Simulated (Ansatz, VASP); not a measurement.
Nb5N in VASP and in Ansatz

File INCAR:

```
SYSTEM = Nb5N
ALGO = Normal
EDIFF = 1E-6
EDIFFG = -0.08
ENCUT = 600
GGA = PE
IBRION = 2
ISIF = 3
ISMEAR = 0
LASPH = .True.
LCHARG = .False.
LREAL = .False.
LWAVE = .False.
NELM = 80
NSW = 36
PREC = Accurate
SIGMA = 0.2
```

KPOINTS

```
k-points
0
Gamma
  5 5 1
  0 0 0
```

Contents of POSCAR:

```
Nb5N
1.0
    3.2000000000      0.0000000000      0.0000000000
    0.0000000000      3.2000000000      0.0000000000
    0.0000000000      0.0000000000     17.6000000000
Nb N
10 2
Direct
    0.0000000000      0.5000000000      0.1820000000
    0.0000000000      0.5000000000      0.9380000000
    0.5000000000      0.0000000000      0.8180000000
    0.5000000000      0.0000000000      0.0620000000
    0.0000000000      0.5000000000      0.7320000000
    0.5000000000      0.0000000000      0.2680000000
    0.0000000000      0.5000000000      0.3600000000
    0.5000000000      0.0000000000      0.6400000000
    0.0000000000      0.5000000000      0.5470000000
    0.5000000000      0.0000000000      0.4530000000
    0.0000000000      0.5000000000      0.0620000000
    0.5000000000      0.0000000000      0.9380000000
```

Input for Ansatz:

```yaml
crystal:
  lattice:
    - [3.2, 0.0, 0.0]
    - [0.0, 3.2, 0.0]
    - [0.0, 0.0, 17.6]
  atoms:
    - { symbol: Nb, position: [0.0, 0.5, 0.182] }
    - { symbol: Nb, position: [0.0, 0.5, 0.938] }
    - { symbol: Nb, position: [0.5, 0.0, 0.818] }
    - { symbol: Nb, position: [0.5, 0.0, 0.062] }
    - { symbol: Nb, position: [0.0, 0.5, 0.732] }
    - { symbol: Nb, position: [0.5, 0.0, 0.268] }
    - { symbol: Nb, position: [0.0, 0.5, 0.36] }
    - { symbol: Nb, position: [0.5, 0.0, 0.64] }
    - { symbol: Nb, position: [0.0, 0.5, 0.547] }
    - { symbol: Nb, position: [0.5, 0.0, 0.453] }
    - { symbol: "N", position: [0.0, 0.5, 0.062] }
    - { symbol: "N", position: [0.5, 0.0, 0.938] }
basis:
  ecutwfc: 420
kpoints:
  mp_grid: { grid: [5, 5, 1] }
hamiltonian:
  xc: pbe
scf:
  occupations: { method: gaussian, width: 0.2 }
  lower_state_search: "off"
output:
  forces: true
  stress: true
  eigenvalues: true
relax:
  adjacent_minimum: "off"
  f_tol: 0.08
  max_steps: 16
  cell: { stress_tol: 0.8 }
```

Alike in both runs: task relaxation of cell and atoms; functional PBE; k mesh 5 × 5 × 1; occupations gaussian, width 0.2 eV; no spin polarisation.

|  | VASP | Ansatz |
| --- | --- | --- |
| version | VASP 6.6.1 | Ansatz 0.2.0 |
| potentials or method | VASP PAW PBE potentials, release 64 (Nb_sv, N), cutoff 600 eV | scalar-relativistic, plane waves, PAW |
| valence electrons in the cell | 140 | 140 |

|  | VASP | Ansatz | Ansatz less VASP |
| --- | --- | --- | --- |
| gap on the k mesh at the Fermi level, each at its own relaxed structure (eV) | none | none | - |
| relaxed volume (Å³/atom) | 15.62 | 15.65 | +0.025 |
| relaxed length of the cell vector where the two differ most in proportion (Å) | 3.217 | 3.221 | +0.0043 |

A gap of «none» marks a metal or a gap that the smearing closes.

The k mesh is coarse, so the values compare programs but aren't converged.
